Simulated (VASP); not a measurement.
# TaW11S24 (a cell with a defect) in VASP: single point with PBE

Aim: the single point of TaW11S24 (a cell with a defect) with PBE.

Everything below comes from runs of VASP 6.6.1. Logs are shortened: lines on timing, memory, paths and dates and some standing lists are left out, and cuts for length are marked.

## (1) The cell of the first run

The cell holds a defect, 36 atoms: a = 6.360 Å, b = 9.540 Å, c = 12.500 Å, α = 90.00°, β = 90.00°, γ = 120.00°.

## (2) Single point, PBE

Input file INCAR:

```
PREC = Accurate ; ENCUT = 520
EDIFF = 1E-6 ; ISMEAR = -1
SIGMA = 0.01 ; LREAL = Auto
LASPH = True ; NELM = 100
ALGO = Normal ; ISIF = 2
LWAVE = False ; LCHARG = False
GGA = PE ; NBANDS = 178
NELECT = 308.0 ; LUSENCCL = False
```

Input file KPOINTS:

```
regular mesh
0
Gamma
  4 3 2
```

Input file POSCAR:

```
TaW11S24
1.0
    6.3600000000      0.0000000000      0.0000000000
   -4.7700000000      8.2618823520      0.0000000000
    0.0000000000      0.0000000000     12.5000000000
Ta W S
1 11 24
Direct
    0.1670354877      0.2223437888      0.2500000000
    0.1659400053      0.5562878239      0.2500000000
    0.1683130217      0.8885442840      0.2500000000
    0.6652105720      0.2210291376      0.2500000000
    0.6695796168      0.5576202297      0.2500000000
    0.6636228861      0.8875442338      0.2500000000
    0.3334896282      0.1112021711      0.7500000000
    0.3334990276      0.4444893867      0.7500000000
    0.3334622430      0.7778088653      0.7500000000
    0.8335285349      0.1112169740      0.7500000000
    0.8334056339      0.4444463824      0.7500000000
    0.8334766915      0.7778278524      0.7500000000
    0.1667552383      0.2222795136      0.6247960739
    0.1667458230      0.5555414790      0.6248324555
    0.1668310753      0.8889768332      0.6248443518
    0.6667147175      0.2221974971      0.6247986599
    0.6667047008      0.5555768817      0.6248187134
    0.6667464332      0.8889691573      0.6248477373
    0.3351328730      0.1090581389      0.1236817220
    0.3368065923      0.4487551964      0.1240343763
    0.3320137078      0.7768628261      0.1245094899
    0.8280181212      0.1088734681      0.1239998298
    0.8325329991      0.4437333285      0.1250927302
    0.8347160441      0.7789951153      0.1249840624
    0.1667552383      0.2222795136      0.8752039261
    0.1667458230      0.5555414790      0.8751675445
    0.1668310753      0.8889768332      0.8751556482
    0.6667147175      0.2221974971      0.8752013401
    0.6667047008      0.5555768817      0.8751812866
    0.6667464332      0.8889691573      0.8751522627
    0.3351328730      0.1090581389      0.3763182780
    0.3368065923      0.4487551964      0.3759656237
    0.3320137078      0.7768628261      0.3754905101
    0.8280181212      0.1088734681      0.3760001702
    0.8325329991      0.4437333285      0.3749072698
    0.8347160441      0.7789951153      0.3750159376
```

Potentials or basis: VASP PAW PBE potentials, release 64 (Ta_pv, W_sv, S).

The run is started by

```
cat potpaw_PBE.64/Ta_pv/POTCAR potpaw_PBE.64/W_sv/POTCAR potpaw_PBE.64/S/POTCAR > POTCAR
mpirun -np 1 vasp_std > vasp.out
```

OUTCAR:

```text
PREC = Accurate
   ENCUT = 520
   EDIFF = 1E-6
   ISMEAR = -1
   LREAL = Auto
   LASPH = True
   NELM = 100
   ISIF = 2
   GGA = PE
   NELECT = 308.0

 ion  position               nearest neighbor table
   1  0.167  0.222  0.250-  19 2.44  31 2.44  22 2.44  34 2.44  32 2.45  20 2.45   4 3.17   4 3.19
                             3 3.19   2 3.19   5 3.20   6 3.20
   2  0.166  0.556  0.250-  21 2.40  33 2.40  23 2.41  35 2.41  20 2.41  32 2.41   3 3.16   6 3.16
                             5 3.16   1 3.19   4 3.19   5 3.20
   3  0.168  0.889  0.250-  21 2.41  33 2.41  31 2.41  19 2.41  24 2.41  36 2.41   6 3.15   2 3.16
                             5 3.16   4 3.17   1 3.19   6 3.21
   4  0.665  0.221  0.250-  19 2.41  31 2.41  22 2.41  34 2.41  23 2.41  35 2.41   3 3.17   1 3.17
                             6 3.18   1 3.19   2 3.19   5 3.20
   5  0.670  0.558  0.250-  24 2.41  36 2.41  35 2.41  23 2.41  20 2.42  32 2.42   2 3.16   3 3.16
                             6 3.17   2 3.20   4 3.20   1 3.20
   6  0.664  0.888  0.250-  21 2.41  33 2.41  22 2.41  34 2.41  24 2.41  36 2.41   3 3.15   2 3.16
                             5 3.17   4 3.18   1 3.20   3 3.21
   7  0.333  0.111  0.750-  16 2.41  28 2.41  27 2.41  15 2.41  13 2.41  25 2.41  11 3.18   8 3.18
                            10 3.18  10 3.18  12 3.18   9 3.18
   8  0.333  0.444  0.750-  17 2.41  29 2.41  26 2.41  14 2.41  13 2.41  25 2.41   7 3.18  11 3.18
                            10 3.18  12 3.18   9 3.18  11 3.18
   9  0.333  0.778  0.750-  18 2.41  30 2.41  27 2.41  15 2.41  14 2.41  26 2.41   8 3.18  12 3.18
                            12 3.18  11 3.18   7 3.18  10 3.18
  10  0.834  0.111  0.750-  13 2.41  25 2.41  18 2.41  30 2.41  28 2.41  16 2.41  11 3.18   8 3.18
                             7 3.18   7 3.18  12 3.18   9 3.18
  11  0.833  0.444  0.750-  14 2.41  26 2.41  17 2.41  29 2.41  28 2.41  16 2.41   7 3.18  10 3.18
                             8 3.18  12 3.18   9 3.18   8 3.18
  12  0.833  0.778  0.750-  15 2.41  27 2.41  17 2.41  29 2.41  18 2.41  30 2.41   8 3.18   9 3.18
                             9 3.18  11 3.18   7 3.18  10 3.18
  13  0.167  0.222  0.625-  10 2.41   8 2.41   7 2.41
  14  0.167  0.556  0.625-   8 2.41  11 2.41   9 2.41
  15  0.167  0.889  0.625-   7 2.41  12 2.41   9 2.41
  16  0.667  0.222  0.625-   7 2.41  10 2.41  11 2.41
  17  0.667  0.556  0.625-   8 2.41  12 2.41  11 2.41
  18  0.667  0.889  0.625-   9 2.41  10 2.41  12 2.41
[... 16 lines left out ...]
  35  0.833  0.444  0.375-   2 2.41   5 2.41   4 2.41
  36  0.835  0.779  0.375-   5 2.41   3 2.41   6 2.41

  LATTYP: Found a simple monoclinic cell.
 ALAT       =     6.3600000000
 B/A-ratio  =     1.9654088050
 C/A-ratio  =     1.3228756555
 COS(beta)  =    -0.1889822365

  Lattice vectors:

 A1 = (   6.3600000000,   0.0000000000,   0.0000000000)
 A2 = (   0.0000000000,   0.0000000000,  12.5000000000)
 A3 = (  -1.5900000000,  -8.2618823520,   0.0000000000)

Analysis of symmetry for initial positions (statically):
=====================================================================
 Subroutine PRICEL returns:
 Original cell was already a primitive cell.

 Routine SETGRP: Setting up the symmetry group for a
 simple monoclinic supercell.

 Subroutine GETGRP returns: Found  2 space group operations
 (whereof  1 operations were pure point group operations)
 out of a pool of  4 trial point group operations.

The static configuration has the point symmetry C_1 .
 The point group associated with its full space group is C_1h.

Analysis of symmetry for dynamics (positions and initial velocities):
=====================================================================
 Subroutine PRICEL returns:
 Original cell was already a primitive cell.

 Routine SETGRP: Setting up the symmetry group for a
 simple monoclinic supercell.

 Subroutine GETGRP returns: Found  2 space group operations
 (whereof  1 operations were pure point group operations)
 out of a pool of  4 trial point group operations.

The dynamic configuration has the point symmetry C_1 .
 The point group associated with its full space group is C_1h.

 Subroutine INISYM returns: Found  2 space group operations
 (whereof  1 operations are pure point group operations),
 and found     1 'primitive' translations

----------------------------------------------------------------------------------------

                                     Primitive cell

  volume of cell :     656.8196

  direct lattice vectors                    reciprocal lattice vectors
     6.360000000  0.000000000  0.000000000     0.157232704  0.090778344 -0.000000000
    -4.770000000  8.261882352  0.000000000     0.000000000  0.121037792  0.000000000
     0.000000000  0.000000000 12.500000000     0.000000000 -0.000000000  0.080000000

  length of vectors
     6.360000000  9.540000000 12.500000000     0.181556688  0.121037792  0.080000000

  position of ions in fractional coordinates (direct lattice)
     0.167035488  0.222343789  0.250000000
     0.165940005  0.556287824  0.250000000
     0.168313022  0.888544284  0.250000000
     0.665210572  0.221029138  0.250000000
     0.669579617  0.557620230  0.250000000
     0.663622886  0.887544234  0.250000000
[... 28 lines left out ...]
     0.832532999  0.443733329  0.374907270
     0.834716044  0.778995115  0.375015938

  ion indices of the primitive-cell ions
   primitive index   ion index
                 1           1
                 2           2
                 3           3
                 4           4
                 5           5
                 6           6
[... 28 lines left out ...]
                35          35
                36          36

----------------------------------------------------------------------------------------

 KPOINTS: regular mesh

Automatic generation of k-mesh.
 Grid dimensions read from file:
 generate k-points for:    4    3    2

 Generating k-lattice:

  Cartesian coordinates                     Fractional coordinates (reciprocal lattice)
     0.039308176  0.022694586 -0.000000000     0.250000000  0.000000000  0.000000000
     0.000000000  0.040345931  0.000000000     0.000000000  0.333333333  0.000000000
     0.000000000 -0.000000000  0.040000000     0.000000000  0.000000000  0.500000000

  Length of vectors
     0.045389172  0.040345931  0.040000000

  Shift w.r.t. Gamma in fractional coordinates (k-lattice)
     0.000000000  0.000000000  0.000000000

 Subroutine IBZKPT returns following result:
 ===========================================

 Found     14 irreducible k-points:

 Following reciprocal coordinates:
            Coordinates               Weight
  0.000000  0.000000  0.000000      1.000000
  0.250000  0.000000  0.000000      2.000000
  0.500000  0.000000  0.000000      1.000000
  0.000000  0.333333  0.000000      2.000000
  0.250000  0.333333  0.000000      2.000000
  0.500000  0.333333  0.000000      2.000000
 -0.250000  0.333333  0.000000      2.000000
  0.000000  0.000000  0.500000      1.000000
  0.250000  0.000000  0.500000      2.000000
  0.500000  0.000000  0.500000      1.000000
  0.000000  0.333333  0.500000      2.000000
  0.250000  0.333333  0.500000      2.000000
  0.500000  0.333333  0.500000      2.000000
 -0.250000  0.333333  0.500000      2.000000
   k-points           NKPTS =     14   k-points in BZ     NKDIM =     14   number of bands    NBANDS=    178
   number of dos      NEDOS =    301   number of ions     NIONS =     36
   total plane-waves  NPLWV = 331776
   dimension x,y,z NGX =    48 NGY =   72 NGZ =   96
   dimension x,y,z NGXF=    96 NGYF=  144 NGZF=  192
   ions per type =               1  11  24
   NGX,Y,Z   is equivalent  to a cutoff of  12.55, 12.55, 12.77 a.u.
   NGXF,Y,Z  is equivalent  to a cutoff of  25.09, 25.09, 25.54 a.u.
 SYSTEM =  unknown system
   PREC   = accura    normal or accurate (medium, high low for compatibility)
   ISTART =      0    job   : 0-new  1-cont  2-samecut
   ICHARG =      2    charge: 1-file 2-atom 10-const
   ISPIN  =      1    spin polarized calculation?
   LNONCOLLINEAR =      F non collinear calculations
   LSORBIT =      F    spin-orbit coupling
   LASPH  =      T    aspherical Exc in radial PAW
   ENCUT  =  520.0 eV  38.22 Ry    6.18 a.u.  11.83 17.74 23.24*2*pi/ulx,y,z
   NELM   =    100;   NELMIN=  2; NELMDL= -5     # of ELM steps
   EDIFF  = 0.1E-05   stopping-criterion for ELM
   LREAL  =      T    real-space projection
   EDIFFG = 0.1E-04   stopping-criterion for IOM
   NSW    =      0    number of steps for IOM
   IBRION =     -1    ionic relax: 0-MD 1-quasi-New 2-CG
   NFREE  =      0    steps in history (QN), initial steepest desc. (CG)
   ISIF   =      2    stress and relaxation
   ISYM   =      2    0-nonsym 1-usesym 2-fastsym
   POTIM  = 0.5000    time-step for ionic-motion
   TEBEG  =    0.0;   TEEND  =   0.0 temperature during run
   PSTRESS=    0.0 pullay stress
   NELECT =     308.0000    total number of electrons
   NUPDOWN=      -1.0000    fix difference up-down
   EMIN   =  10.00;   EMAX   =-10.00  energy-range for DOS
   EFERMI =   0.00;   METHOD = LEGACY
   ISMEAR =    -1;   SIGMA  =   0.01  broadening in eV -4-tet -1-fermi 0-gaus
   EFERMI_NEDOS =   21; number of points for ismear=-14 and -15
   IALGO  =     38    algorithm
   IMIX   =      4    mixing-type and parameters
     AMIX     =   0.40;   BMIX     =  1.00
     AMIX_MAG =   1.60;   BMIX_MAG =  1.00
  volume/ion in A,a.u.               =      18.24       123.12
  Fermi-wavevector in a.u.,A,eV,Ry     =   1.271871  2.403487 22.009540  1.617656
  Thomas-Fermi vector in A             =   2.404780
   LORBIT       =      0    0 simple, 1 ext, 2 COOP (PROOUT), +10 PAW based schemes
   GGA     = PE    functional components
   LHFCALC =     F    Hartree Fock is set to
   AEXX    =    0.0000 exact exchange contribution
   IVDW    =     0    specifies the selected vdW correction
   LEPSILON=     F    determine dielectric tensor
   LRPA    =     F    only Hartree local field effects (RPA)
 non-spin polarized calculation
  energy-cutoff  :      520.00
  volume of cell :      656.82
 maximum number of plane-waves:     17710
   NGX = 23   NGY = 35   NGZ = 47

 number of electron     308.0000030 magnetization

 Free energy of the ion-electron system (eV)
  ---------------------------------------------------
  ext. energy  EPLUGINS =         0.00000000
  ---------------------------------------------------
  free energy    TOTEN  =      -289.66202816 eV

  energy without entropy =     -289.65848252  energy(sigma->0) =     -289.66025534

 E-fermi :   6.3505     XC(G=0): -10.7517

 val. band max:        6.3482868905   @ k =   0.5000   0.0000   0.5000
 cond. band min:       6.3555142875   @ k =  -0.2500   0.3333   0.5000
 fundamental gap:      0.0072273970
 Fermi energy:         6.3505089574

 k-point     1 :       0.0000    0.0000    0.0000
  band No.  band energies     occupation
      1     -67.7594      2.00000
      2     -67.7482      2.00000
      3     -67.7451      2.00000
      4     -67.7443      2.00000
      5     -67.7423      2.00000
      6     -67.7396      2.00000
[... 2355 lines left out ...]
    165       9.0191      0.00000
    166       9.0423      0.00000
 [bands above 166 left out]

------------------------ aborting loop because EDIFF is reached ----------------------------------------

  FORCE on cell =-STRESS in cart. coord.  units (eV):
  Direction    XX          YY          ZZ          XY          YZ          ZX
  --------------------------------------------------------------------------------------
  -------------------------------------------------------------------------------------
  Total        1.6343900      1.1812450     -5.6136679      0.1326864      0.0000000      0.0000000
  in kB        3.9867605      2.8814059    -13.6933958      0.3236614      0.0000000      0.0000000
  external PRESSURE =      -2.2750765 kB  Pullay stress =       0.0000000 kB

 VOLUME and BASIS-vectors are now :
 -----------------------------------------------------------------------------
  energy-cutoff  :      520.00
  volume of cell :      656.82
      direct lattice vectors                 reciprocal lattice vectors
     6.360000000  0.000000000  0.000000000     0.157232704  0.090778344 -0.000000000
    -4.770000000  8.261882352  0.000000000     0.000000000  0.121037792  0.000000000
     0.000000000  0.000000000 12.500000000     0.000000000 -0.000000000  0.080000000

 POSITION                                       TOTAL-FORCE (eV/Angst)
 -----------------------------------------------------------------------------------
      0.00177      1.83698      3.12500         0.002724     -0.026895      0.000000
     -1.59811      4.59598      3.12500        -0.014362      0.023906      0.000000
     -3.16789      7.34105      3.12500         0.011123     -0.000256      0.000000
      3.17643      1.82612      3.12500         0.001401      0.011119      0.000000
      1.59868      4.60699      3.12500         0.016500     -0.001161      0.000000
     -0.01294      7.33279      3.12500        -0.009217      0.003636      0.000000
[... 28 lines left out ...]
      3.17830      3.66607      4.68634        -0.004880      0.010922     -0.001099
      1.59299      6.43597      4.68770         0.000325      0.000102     -0.003995
 -----------------------------------------------------------------------------------
    total drift:                                0.000202     -0.004051     -0.000000

  FREE ENERGIE OF THE ION-ELECTRON SYSTEM (eV)
  ---------------------------------------------------
  free  energy   TOTEN  =      -289.6620281561 eV

  energy  without entropy=     -289.6584825157  energy(sigma->0) =     -289.66025534
```

It took 5.6 min on 1 × NVIDIA H100 80GB with 1 thread of AMD EPYC 7R13 (Zen 3), shared host; peak memory 2.2 GiB.

What came out:

```
Free energy   : -289.6620 eV
Largest force : 0.028 eV/Å
```

Forces on the atoms (eV/Å):
```
Ta   0.003 -0.027  0.000
W   -0.014  0.024  0.000
W    0.011  0.000  0.000
W    0.001  0.011  0.000
W    0.017 -0.001  0.000
W   -0.009  0.004  0.000
W    0.002 -0.001  0.000
W    0.000  0.001  0.000
W   -0.002  0.004  0.000
W   -0.002  0.001  0.000
W   -0.001 -0.001  0.000
W    0.001  0.004  0.000
S    0.000 -0.002  0.002
S    0.000  0.001  0.002
S    0.000  0.000 -0.001
S    0.001 -0.002  0.003
S    0.000  0.000  0.002
S    0.000  0.000 -0.001
S   -0.006 -0.019 -0.006
S    0.002  0.025 -0.002
S   -0.001 -0.006  0.013
S    0.006 -0.018 -0.009
S   -0.005  0.011  0.001
S    0.000  0.000  0.004
S    0.000 -0.002 -0.002
S    0.000  0.001 -0.002
S    0.000  0.000  0.001
S    0.001 -0.002 -0.003
S    0.000  0.000 -0.002
S    0.000  0.000  0.001
S   -0.006 -0.019  0.006
S    0.002  0.025  0.002
S   -0.001 -0.006 -0.013
S    0.006 -0.018  0.009
S   -0.005  0.011 -0.001
S    0.000  0.000 -0.004
```

Caveat: the cell carries a net charge on a neutralising background, which shifts energy and pressure; the cell is charged against a uniform background, so pressure and absolute levels hang on convention; spin-orbit coupling is left out, which moves the levels of the heavy elements.
